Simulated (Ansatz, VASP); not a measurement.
## HC4: VASP beside Ansatz

The input INCAR:

```
ALGO = Normal
DIPOL = 0.5 0.5 0.227
EDIFF = 1E-6
ENCUT = 520
GGA = PE
IDIPOL = 3
ISIF = 2
ISMEAR = 0
IVDW = 12
LASPH = True
LCHARG = True
LDIPOL = True
LELF = True
LREAL = False
LVACPOTAV = True
LVHAR = True
LWAVE = False
NBANDS = 28
NELM = 100
PREC = Accurate
SIGMA = 0.1
```

KPOINTS

```
k-points
0
Gamma
  6 6 1
```

File POSCAR:

```
HC4
1.0
    4.9313048819      0.0000000000      0.0000000000
   -2.4656524409      4.2706353015      0.0000000000
    0.0000000000      0.0000000000     18.0000331942
C H
8 2
Direct
    0.3333333333      0.1666666667      0.2222236565
    0.3333333333      0.6666666667      0.2222236565
    0.8333333333      0.1666666667      0.2222236565
    0.8333333333      0.6666666667      0.2222236565
    0.1666666667      0.3333333333      0.2222218124
    0.1666666667      0.8333333333      0.2222218124
    0.6666666667      0.3333333333      0.2222218124
    0.6666666667      0.8333333333      0.2222218124
    0.0646417736      0.1666666667      0.2472236104
    0.6020248930      0.1666666667      0.2472236104
```

Input for Ansatz:

```yaml
crystal:
  lattice:
    - [4.9313048819, 0.0, 0.0]
    - [-2.4656524409, 4.2706353015, 0.0]
    - [0.0, 0.0, 18.0000331942]
  atoms:
    - { symbol: C, position: [0.3333333333, 0.1666666667, 0.2222236565] }
    - { symbol: C, position: [0.3333333333, 0.6666666667, 0.2222236565] }
    - { symbol: C, position: [0.8333333333, 0.1666666667, 0.2222236565] }
    - { symbol: C, position: [0.8333333333, 0.6666666667, 0.2222236565] }
    - { symbol: C, position: [0.1666666667, 0.3333333333, 0.2222218124] }
    - { symbol: C, position: [0.1666666667, 0.8333333333, 0.2222218124] }
    - { symbol: C, position: [0.6666666667, 0.3333333333, 0.2222218124] }
    - { symbol: C, position: [0.6666666667, 0.8333333333, 0.2222218124] }
    - { symbol: H, position: [0.0646417736, 0.1666666667, 0.2472236104] }
    - { symbol: H, position: [0.602024893, 0.1666666667, 0.2472236104] }
basis:
  ecutwfc: 420
kpoints:
  mp_grid: { grid: [6, 6, 1] }
hamiltonian:
  xc: pbe
  pseudopotentials: { kind: paw, azcp: { folder: soft_1 } }
  dispersion: d3bj
scf:
  occupations: { method: gaussian, width: 0.1 }
output:
  forces: true
  eigenvalues: true
  write_density: true
  write_potential: true
  elf: true
  volumetric_format: npy
efield:
  axis: 3
  dipole_correction: true
  ramp_width: 0.04
```

Alike in both runs: task single point; functional PBE; dispersion D3(BJ); k mesh 6 × 6 × 1; occupations gaussian, width 0.1 eV; no spin polarisation.

```csv
,VASP,Ansatz
version,VASP 6.6.1,Ansatz 0.2.0
potentials or method,"VASP PAW PBE potentials, release 64 (C, H), cutoff 520 eV","scalar-relativistic, plane waves, PAW"
valence electrons in the cell,34,34
```

```csv
,VASP,Ansatz,Ansatz less VASP
gap on the k mesh at the Fermi level (eV),none,none,-
rms of the force components (eV/Å),7.319,7.245,-0.0737
"work function, face that differs most (eV)",3.29,3.28,-0.006
```

Atom by atom the forces differ by 0.079 eV/Å (rms over components). A gap of «none» marks a metal or a gap that the smearing closes. Ansatz's warnings: xc potential rough in thin density.
